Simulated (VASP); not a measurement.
# In2P (P6/mmm) in VASP: notebook

In2P is run at these levels: PBE; tasks: single point, relaxation of cell and atoms.

Program: VASP 6.6.1. These are calculated values, not measurements. Logs are shortened: lines on timing, memory, paths and dates and some standing lists are left out, and cuts for length are marked.

## Step 1: The cell of the first run

The structure is hexagonal, space group P6/mmm (No. 191). Conventional cell: a = 4.941 Å, b = 4.941 Å, c = 3.141 Å, α = 90.00°, β = 90.00°, γ = 120.00°. Within 3.8 Å of In (site symmetry -6m2) lie 5 In at 2.85 to 3.14 Å and 6 P at 3.26 Å. P (site symmetry 6/mmm) has 2 P at 3.14 Å and 12 In at 3.26 Å within 4.1 Å.

## Step 2: Single point, PBE

Input file INCAR:

```
PREC = Accurate ; ENCUT = 520
EDIFF = 1E-6 ; ISMEAR = 0
SIGMA = 0.1 ; LREAL = F
LASPH = T ; NELM = 100
ALGO = Normal ; ISIF = 2
LWAVE = F ; LCHARG = F
GGA = PE ; NBANDS = 22
```

Input file KPOINTS:

```
Automatic mesh
0
Gamma
  6 6 6
```

Input file POSCAR:

```
In2P
1.0
    4.9408285188      0.0000000000      0.0000000000
   -2.4704142594      4.2788830131      0.0000000000
    0.0000000000      0.0000000000      3.1408380008
In P
2 1
Direct
    0.3333333333      0.6666666667      0.5000000000
    0.6666666667      0.3333333333      0.5000000000
    0.0000000000      0.0000000000      0.0000000000
```

Potentials or basis: VASP PAW PBE potentials, release 64 (In_d, P).

Run with:

```sh
$ cat potpaw_PBE.64/In_d/POTCAR potpaw_PBE.64/P/POTCAR > POTCAR
$ mpirun -np 1 vasp_std > vasp.out
```

OUTCAR:

```text
PREC = Accurate
   ENCUT = 520
   EDIFF = 1E-6
   ISMEAR = 0
   LREAL = F
   LASPH = T
   NELM = 100
   ISIF = 2
   GGA = PE

 ion  position               nearest neighbor table
   1  0.333  0.667  0.500-   2 2.85   2 2.85   2 2.85   3 3.26   3 3.26   3 3.26   3 3.26   3 3.26
                             3 3.26
   2  0.667  0.333  0.500-   1 2.85   1 2.85   1 2.85   3 3.26   3 3.26   3 3.26   3 3.26   3 3.26
                             3 3.26
   3  0.000  0.000  0.000-   1 3.26   2 3.26   1 3.26   2 3.26   2 3.26   2 3.26   1 3.26   1 3.26
                             2 3.26   2 3.26   1 3.26   1 3.26

  LATTYP: Found a hexagonal cell.
 ALAT       =     4.9408285188
 C/A-ratio  =     0.6356905505

  Lattice vectors:

 A1 = (   4.9408285188,   0.0000000000,   0.0000000000)
 A2 = (  -2.4704142594,   4.2788830131,   0.0000000000)
 A3 = (   0.0000000000,   0.0000000000,   3.1408380008)

Analysis of symmetry for initial positions (statically):
=====================================================================
 Subroutine PRICEL returns:
 Original cell was already a primitive cell.

 Routine SETGRP: Setting up the symmetry group for a
 hexagonal supercell.

 Subroutine GETGRP returns: Found 24 space group operations
 (whereof 24 operations were pure point group operations)
 out of a pool of 24 trial point group operations.

The static configuration has the point symmetry D_6h.

Analysis of symmetry for dynamics (positions and initial velocities):
=====================================================================
 Subroutine PRICEL returns:
 Original cell was already a primitive cell.

 Routine SETGRP: Setting up the symmetry group for a
 hexagonal supercell.

 Subroutine GETGRP returns: Found 24 space group operations
 (whereof 24 operations were pure point group operations)
 out of a pool of 24 trial point group operations.

The dynamic configuration has the point symmetry D_6h.

 Subroutine INISYM returns: Found 24 space group operations
 (whereof 24 operations are pure point group operations),
 and found     1 'primitive' translations

----------------------------------------------------------------------------------------

                                     Primitive cell

  volume of cell :      66.4012

  direct lattice vectors                    reciprocal lattice vectors
     4.940828519  0.000000000  0.000000000     0.202395205  0.116852926  0.000000000
    -2.470414259  4.278883013  0.000000000     0.000000000  0.233705852  0.000000000
     0.000000000  0.000000000  3.140838001     0.000000000  0.000000000  0.318386367

  length of vectors
[... 78 lines left out ...]
   ISPIN  =      1    spin polarized calculation?
   LNONCOLLINEAR =      F non collinear calculations
   LSORBIT =      F    spin-orbit coupling
   LASPH  =      T    aspherical Exc in radial PAW
   ENCUT  =  520.0 eV  38.22 Ry    6.18 a.u.   9.19  9.19  5.84*2*pi/ulx,y,z
   NELM   =    100;   NELMIN=  2; NELMDL= -5     # of ELM steps
   EDIFF  = 0.1E-05   stopping-criterion for ELM
   LREAL  =      F    real-space projection
[... 7 lines left out ...]
   TEBEG  =    0.0;   TEEND  =   0.0 temperature during run
   PSTRESS=    0.0 pullay stress
   NELECT =      31.0000    total number of electrons
   NUPDOWN=      -1.0000    fix difference up-down
   EMIN   =  10.00;   EMAX   =-10.00  energy-range for DOS
   EFERMI =   0.00;   METHOD = LEGACY
   ISMEAR =     0;   SIGMA  =   0.10  broadening in eV -4-tet -1-fermi 0-gaus
   EFERMI_NEDOS =   21; number of points for ismear=-14 and -15
   IALGO  =     38    algorithm
   IMIX   =      4    mixing-type and parameters
     AMIX     =   0.40;   BMIX     =  1.00
     AMIX_MAG =   1.60;   BMIX_MAG =  1.00
  volume/ion in A,a.u.               =      22.13       149.37
  Fermi-wavevector in a.u.,A,eV,Ry     =   1.269999  2.399951 21.944813  1.612898
  Thomas-Fermi vector in A             =   2.403010
   LORBIT       =      0    0 simple, 1 ext, 2 COOP (PROOUT), +10 PAW based schemes
   GGA     = PE    functional components
   LHFCALC =     F    Hartree Fock is set to
   AEXX    =    0.0000 exact exchange contribution
   IVDW    =     0    specifies the selected vdW correction
   LEPSILON=     F    determine dielectric tensor
   LRPA    =     F    only Hartree local field effects (RPA)
 non-spin polarized calculation
 Gauss-broadening in eV      SIGMA  =   0.10
  energy-cutoff  :      520.00
  volume of cell :       66.40
 maximum number of plane-waves:      1806
 NGX is ok and might be reduce to    40
   NGX = 19   NGY = 19   NGZ = 11

 number of electron      30.9999998 magnetization

 Free energy of the ion-electron system (eV)
  ---------------------------------------------------
  ext. energy  EPLUGINS =         0.00000000
  ---------------------------------------------------
  free energy    TOTEN  =        -9.03952268 eV

  energy without entropy =       -9.02749775  energy(sigma->0) =       -9.03351022

 E-fermi :   7.8149     XC(G=0): -10.5837

 val. band max:        7.8127500912   @ k =   0.1667   0.0000   0.0000
 cond. band min:       7.8198495731   @ k =   0.3333   0.0000   0.5000
 fundamental gap:      0.0070994819
 Fermi energy:         7.8149422386

 k-point     1 :       0.0000    0.0000    0.0000
  band No.  band energies     occupation
      1      -7.2447      2.00000
      2      -6.9504      2.00000
      3      -6.9504      2.00000
      4      -6.8680      2.00000
      5      -6.7690      2.00000
      6      -6.7690      2.00000
[... 589 lines left out ...]
     21      14.6540      0.00000
     22      14.7383      0.00000

 [... further k-points ...]

------------------------ aborting loop because EDIFF is reached ----------------------------------------

  FORCE on cell =-STRESS in cart. coord.  units (eV):
  Direction    XX          YY          ZZ          XY          YZ          ZX
  --------------------------------------------------------------------------------------
  -------------------------------------------------------------------------------------
  Total        2.1207575      2.1207575      2.0008738      0.0000000      0.0000000      0.0000000
  in kB       51.1712301     51.1712301     48.2785870      0.0000000      0.0000000      0.0000000
  external PRESSURE =      50.2070158 kB  Pullay stress =       0.0000000 kB

 VOLUME and BASIS-vectors are now :
 -----------------------------------------------------------------------------
  energy-cutoff  :      520.00
  volume of cell :       66.40
      direct lattice vectors                 reciprocal lattice vectors
     4.940828519  0.000000000  0.000000000     0.202395205  0.116852926  0.000000000
    -2.470414259  4.278883013  0.000000000     0.000000000  0.233705852  0.000000000
     0.000000000  0.000000000  3.140838001     0.000000000  0.000000000  0.318386367

 POSITION                                       TOTAL-FORCE (eV/Angst)
 -----------------------------------------------------------------------------------
     -0.00000      2.85259      1.57042        -0.000000     -0.000000      0.000000
      2.47041      1.42629      1.57042         0.000000      0.000000     -0.000000
      0.00000      0.00000      0.00000        -0.000000     -0.000000      0.000000
 -----------------------------------------------------------------------------------
    total drift:                               -0.000000      0.000000      0.000000

  FREE ENERGIE OF THE ION-ELECTRON SYSTEM (eV)
  ---------------------------------------------------
  free  energy   TOTEN  =        -9.0395226793 eV

  energy  without entropy=       -9.0274977514  energy(sigma->0) =       -9.03351022
```

stdout:

```text
POSCAR found type information on POSCAR InP
 POSCAR found :  2 types and       3 ions
 scaLAPACK will be used
 LDA part: xc-table for (Slater+PW92), standard interpolation
 POSCAR, INCAR and KPOINTS ok, starting setup
 FFT: planning ... GRIDC
 FFT: planning ... GRID_SOFT
 FFT: planning ... GRID
 WAVECAR not read
 entering main loop
```

It took 39 s on 1 thread of Intel Xeon 8259CL, shared host; peak memory 0.2 GiB.

Results:

```
Free energy            : -9.0395 eV
Pressure               : 5.0 GPa
Band gap on the k mesh : zero (an odd number of electrons rules out a gap without spin polarisation)
```

Caveat: the cell stands under pressure; spin-orbit coupling is left out, which moves the levels of the heavy elements.

## Step 3: Single point, PBE

This run uses another cell than the first one, of 23.92 Å³/atom.

Input file INCAR:

```
SYSTEM = In2P
PREC = Accurate
ENCUT = 520
EDIFF = 1E-6
ISMEAR = 0
SIGMA = 0.1
LREAL = .False.
LASPH = .True.
NELM = 60
ALGO = Normal
ISIF = 2
LWAVE = .False.
LCHARG = .True.
GGA = PE
LELF = .True.
LVHAR = .True.
NBANDS = 22
```

Input file KPOINTS:

```
Automatic mesh
0
Gamma
  6 6 6
  0 0 0
```

Input file POSCAR:

```
In2P
1.0
    5.4153049031      0.0000000000      0.0000000000
   -2.7076524515      4.6897916153      0.0000000000
    0.0000000000      0.0000000000      2.8254290201
In P
2 1
Direct
    0.3333333333      0.6666666667      0.5000000000
    0.6666666667      0.3333333333      0.5000000000
    0.0000000000      0.0000000000      0.0000000000
```

Potentials or basis: VASP PAW PBE potentials, release 64 (In_d, P).

Run with:

```sh
$ cat potpaw_PBE.64/In_d/POTCAR potpaw_PBE.64/P/POTCAR > POTCAR
$ mpirun -np 1 vasp_std > vasp.out
```

It took 46 s on 1 thread of Intel Xeon 8259CL, shared host; peak memory 0.2 GiB.

The run converged. Its results:

| Quantity | Value |
| --- | --- |
| Free energy | -9.3274 eV |
| Pressure | 0.0 GPa |
| Band gap on the k mesh | zero (an odd number of electrons rules out a gap without spin polarisation) |

Stress tensor (GPa, compression positive):
```
 0.05  0.00  0.00
 0.00  0.05  0.00
 0.00  0.00 -0.06
```

Levels at points of the mesh, in eV from the Fermi level:
```tsv
k point	band 13	band 14	band 15	band 16	band 17	band 18	band 19	band 20
(0.00, 0.00, 0.00)	-3.53	-3.05	-3.05	-1.68	-1.68	4.01	6.81	6.81
(0.50, 0.00, 0.00)	-5.90	-4.31	-0.22	1.28	1.72	3.57	4.13	4.74
(0.00, 0.00, 0.50)	-2.03	-1.60	-0.37	-0.37	0.73	2.06	2.27	2.27
(0.50, 0.00, 0.50)	-3.12	-3.02	-0.87	-0.80	-0.49	0.80	2.07	5.60
```

Caveat: the k points lie up to 0.37 Å⁻¹ apart, too coarse for converged energies and pressures of a metal; spin-orbit coupling is left out, which moves the levels of the heavy elements.

## Step 4: Relaxation of cell and atoms, PBE

Input file INCAR:

```
SYSTEM = In2P
PREC     = Accurate       ! precision mode
ENCUT    = 600            ! plane-wave cutoff, eV
EDIFF    = 1E-6           ! SCF threshold, eV
ISMEAR   = 0              ! smearing method
SIGMA    = 0.1            ! smearing width, eV
LREAL    = .False.        ! projectors in reciprocal space
LASPH    = .True.         ! aspherical terms in the spheres
NELM     = 100            ! most SCF steps
ALGO     = Normal         ! electronic algorithm
ISIF     = 3              ! what is computed and relaxed
LWAVE    = .False.        ! write WAVECAR
LCHARG   = .False.        ! write CHGCAR
GGA      = PE             ! functional
IBRION   = 2              ! ionic algorithm
NSW      = 90             ! ionic steps
EDIFFG   = -0.04          ! ionic threshold
```

Input file KPOINTS:

```
regular mesh
0
Gamma
  6 6 6
  0 0 0
```

Input file POSCAR:

```
In2P
1.0
    4.9408285188      0.0000000000      0.0000000000
   -2.4704142594      4.2788830131      0.0000000000
    0.0000000000      0.0000000000      3.1408380008
In P
2 1
Direct
    0.3333333333      0.6666666667      0.5000000000
    0.6666666667      0.3333333333      0.5000000000
    0.0000000000      0.0000000000      0.0000000000
```

Run with:

```sh
$ cat potpaw_PBE.64/In_d/POTCAR potpaw_PBE.64/P/POTCAR > POTCAR
$ mpirun -np 1 vasp_std > vasp.out
```

Wall time 11 min (1 thread of Intel Xeon 8259CL, shared host); peak memory 0.23 GiB.

It converged, with:

```yaml
Free_energy: -9.3250 eV
Relaxed_volume: 23.96 Å³/atom
Relaxed_cell: a = 5.419 Å, b = 5.419 Å, c = 2.826 Å, α = 90.00°, β = 90.00°, γ = 120.00°
Space_group_after_relaxing_to_0.1_Å: P6/mmm (No. 191)
Energy_gained_by_relaxing: 95.1 meV/atom
Ionic_steps: 18
Pressure_after_relaxing: 0.0 GPa
Band_gap_on_the_k_mesh: zero (an odd number of electrons rules out a gap without spin polarisation)
```

Step by step:
| step | energy change (eV) | largest force (eV/Å) | pressure (GPa) | volume (Å³) |
| --- | --- | --- | --- | --- |
| 1 | 0.0000 | 0.0000 | 5.05 | 66.40 |
| 2 | -0.1068 | 0.0000 | 0.26 | 73.34 |
| 3 | -0.1072 | 0.0000 | -0.05 | 73.89 |
| 4 | -0.1072 | 0.0000 | 0.02 | 73.74 |
| 5 | -0.1119 | 0.0000 | 0.01 | 73.84 |
| 6 | -0.1335 | 0.0000 | -0.33 | 74.13 |
| 7 | -0.1912 | 0.0000 | -1.26 | 74.57 |
| 8 | -0.2627 | 0.0000 | -1.56 | 74.93 |
| 9 | -0.2549 | 0.0000 | -1.89 | 74.87 |
| 10 | -0.2658 | 0.0000 | -1.85 | 74.91 |
| 11 | -0.2673 | 0.0000 | -1.82 | 74.92 |
| 12 | -0.2686 | 0.0000 | -1.71 | 74.81 |
| 13 | -0.2691 | 0.0000 | -1.61 | 74.71 |
| 14 | -0.2708 | 0.0000 | -1.52 | 74.56 |
| 15 | -0.2753 | 0.0000 | -1.28 | 74.08 |
| 16 | -0.2819 | 0.0000 | -0.78 | 73.13 |
| 17 | -0.2847 | 0.0000 | 0.38 | 71.27 |
| 18 | -0.2854 | 0.0000 | -0.04 | 71.88 |

Final structure:
```xyz
3
Lattice="5.4194 0.0000 0.0000 -2.7097 4.6933 0.0000 0.0000 0.0000 2.8260" Properties=species:S:1:pos:R:3 pbc="T T T"
In    0.0000    3.1289    1.4130
In    2.7097    1.5644    1.4130
P     0.0000    0.0000    0.0000
```

Levels at points of the mesh, in eV from the Fermi level:
| k point | band 12 | band 13 | band 14 | band 15 | band 16 | band 17 | band 18 | band 19 |
| --- | --- | --- | --- | --- | --- | --- | --- | --- |
| (0.00, 0.00, 0.00) | -7.07 | -3.54 | -3.05 | -3.05 | -1.68 | -1.68 | 4.01 | 6.80 |
| (0.50, 0.00, 0.00) | -8.13 | -5.90 | -4.30 | -0.23 | 1.27 | 1.72 | 3.57 | 4.13 |
| (0.00, 0.00, 0.50) | -5.43 | -2.03 | -1.60 | -0.36 | -0.36 | 0.73 | 2.05 | 2.28 |
| (0.50, 0.00, 0.50) | -4.59 | -3.11 | -3.02 | -0.87 | -0.80 | -0.49 | 0.81 | 2.06 |

Caveat: spin-orbit coupling is left out, which moves the levels of the heavy elements.

[end of part 1 of 2]

The gap in the log of VASP goes by the Fermi energy; the results here count the filled bands.